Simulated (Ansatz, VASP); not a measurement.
# One calculation of InSb, two programs

Contents of INCAR:

```
SYSTEM = InSb
  ALGO = Normal
  EDIFF = 1E-6
  ENCUT = 500
  GGA = PS
  GGA_COMPAT = .False.
  ISIF = 2
  ISMEAR = -1
  LASPH = .True.
  LCHARG = .False.
  LREAL = .False.
  LWAVE = .False.
  NBANDS = 26
  NELM = 120
  PREC = Accurate
  SIGMA = 0.02
```

KPOINTS

```
k-points
0
Gamma
  6 6 4
  0 0 0
```

File POSCAR:

```
InSb
1.0
    5.0295613216      0.0000000000      0.0000000000
   -2.5147806608      4.3557278744      0.0000000000
    0.0000000000      0.0000000000      6.2057926258
In Sb
2 2
Direct
    0.3333333333      0.6666666667      0.2500000000
    0.6666666667      0.3333333333      0.7500000000
    0.6666666667      0.3333333333      0.2500000000
    0.3333333333      0.6666666667      0.7500000000
```

Input for Ansatz:

```yaml
crystal:
  lattice:
    - [5.0295613216, 0.0, 0.0]
    - [-2.5147806608, 4.3557278744, 0.0]
    - [0.0, 0.0, 6.2057926258]
  atoms:
    - { symbol: In, position: [0.3333333333, 0.6666666667, 0.25] }
    - { symbol: In, position: [0.6666666667, 0.3333333333, 0.75] }
    - { symbol: Sb, position: [0.6666666667, 0.3333333333, 0.25] }
    - { symbol: Sb, position: [0.3333333333, 0.6666666667, 0.75] }
kpoints:
  mp_grid: { grid: [6, 6, 4] }
hamiltonian:
  xc: pbesol
scf:
  occupations: { method: fermi_dirac, width: 0.02 }
  n_extra_bands: 5
output:
  forces: true
  stress: true
  eigenvalues: true
```

Alike in both runs: task single point; functional PBEsol; k mesh 6 × 6 × 4; occupations fermi-dirac, width 0.02 eV; no spin polarisation.

|  | VASP | Ansatz |
| --- | --- | --- |
| version | VASP 6.6.1 | Ansatz 0.2.0 |
| potentials or method | VASP PAW PBE potentials, release 64 (In_d, Sb) | plane waves |
| plane-wave cutoff (eV) | 500 | 420 |
| valence electrons in the cell | 36 | 56 |

```tsv
	VASP	Ansatz	Ansatz less VASP
pressure (GPa)	-0.9	-0.9	-0.03
traceless stress, the component that is largest in VASP (GPa)	-0.66	-0.66	-0.002
```

VASP's potentials were made for PBE, not for PBEsol. With one functional, cell and mesh, what is left measures potentials, basis and numerics. VASP's potentials hold 36 valence electrons a cell and Ansatz's 56, so a difference there can come from the potentials and not from the codes.

Neither program's run includes spin-orbit coupling.
